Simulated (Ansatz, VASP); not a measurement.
## AgCl in VASP and in Ansatz

```
Ag Cl
1.0
     3.56735    0.00000    0.00000
     0.00000    3.56735    0.00000
     0.00000    0.00000    3.56735
Ag Cl
1 1
Cartesian
  0.0000 0.0000 0.0000
  1.7837 1.7837 1.7837
```

Alike in both runs: task single point; functional PBE; k mesh 10 × 10 × 10; occupations gaussian, width 0.05 eV; no spin polarisation.

|  | VASP | Ansatz |
| --- | --- | --- |
| version | VASP 6.6.1 | Ansatz 0.2.0 |
| potentials or method | VASP PAW PBE potentials, release 64 (Ag, Cl), cutoff 520 eV | scalar-relativistic, plane waves, PAW |
| valence electrons in the cell | 18 | 26 |

Ansatz gave:

| Property | Result |
| --- | --- |
| gap on the k mesh at the Fermi level (eV) | 0.57 |
| least direct gap on the mesh (eV) | 1.73 |
| pressure (GPa) | -4.0 |

Problem. What did VASP give for the same quantities?

Solution. gap on the k mesh at the Fermi level (eV): 0.57; least direct gap on the mesh (eV): 1.73; pressure (GPa): -4.1.

With one functional, cell and mesh, what is left measures potentials, basis and numerics. VASP's potentials hold 18 valence electrons a cell and Ansatz's 26, so a difference there can come from the potentials and not from the codes.
